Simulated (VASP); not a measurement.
Wanted: the native input for a VASP 6.6.1 run.

```
Task                   : single point
Functional             : r2SCAN
Potentials or basis    : VASP PAW PBE potentials, release 64 (Sn_d, Se)
Cutoff                 : 550 eV
k mesh                 : 4 × 4 × 4
Occupations            : gaussian, width 0.1 eV
Spin                   : no spin polarisation
Dipole correction      : no
Further INCAR settings : ALGO = Normal; EDIFF = 1e-06; NBANDS = 32
```

Crystal: Sn3Se.

```
Sn Se
1.0
     0.00000    3.73314    3.73314
     3.73314    0.00000    3.73314
     3.73314    3.73314    0.00000
Sn Se
3 1
Direct
  0.25000 0.25000 0.25000
  0.75000 0.75000 0.75000
  0.50000 0.50000 0.50000
  0.00000 0.00000 0.00000
```

The input as run:

POSCAR

```
Sn3Se
1.0
    0.0000000000      3.7331380000      3.7331380000
    3.7331380000      0.0000000000      3.7331380000
    3.7331380000      3.7331380000      0.0000000000
Sn Se
3 1
Direct
    0.2500000000      0.2500000000      0.2500000000
    0.7500000000      0.7500000000      0.7500000000
    0.5000000000      0.5000000000      0.5000000000
    0.0000000000      0.0000000000      0.0000000000
```

INCAR.step1

```
PREC = Accurate
ENCUT = 550
ISMEAR = 0
SIGMA = 0.1
LREAL = False
LASPH = True
NELM = 120
NBANDS = 32
GGA = PE
ALGO = Normal
EDIFF = 1E-5
LWAVE = True
LCHARG = False
GGA_COMPAT = False
```

INCAR.step2

```
PREC = Accurate
ENCUT = 550
EDIFF = 1E-6
ISMEAR = 0
SIGMA = 0.1
LREAL = False
LASPH = True
NELM = 120
ALGO = Normal
ISIF = 2
LWAVE = False
LCHARG = True
METAGGA = R2SCAN
LMIXTAU = True
LELF = True
LVHAR = True
NBANDS = 32
ISTART = 1
GGA_COMPAT = False
```

KPOINTS

```
regular mesh
0
Gamma
  4 4 4
```

Potentials or basis: VASP PAW PBE potentials, release 64 (Sn_d, Se).

The run is started by

```console
$ cat potpaw_PBE.64/Sn_d/POTCAR potpaw_PBE.64/Se/POTCAR > POTCAR
$ cp INCAR.step1 INCAR
$ mpirun -np 1 vasp_std > vasp.out
$ cp INCAR.step2 INCAR
$ mpirun -np 1 vasp_std > vasp.out
```

It gave:

- Pressure: -1.7 GPa
- Band gap on the k mesh: zero (band 24 reaches 7.96 eV, above the bottom of band 25 at 5.83 eV)

Caveat: the k points lie up to 0.36 Å⁻¹ apart; the PAW data sets were made with another functional, which shifts forces and pressure a little; spin-orbit coupling is left out, which moves the levels of the heavy elements.

Run time: 2 min on 1 thread of Intel Xeon 6975P-C (shared host), peak memory 0.27 GiB.
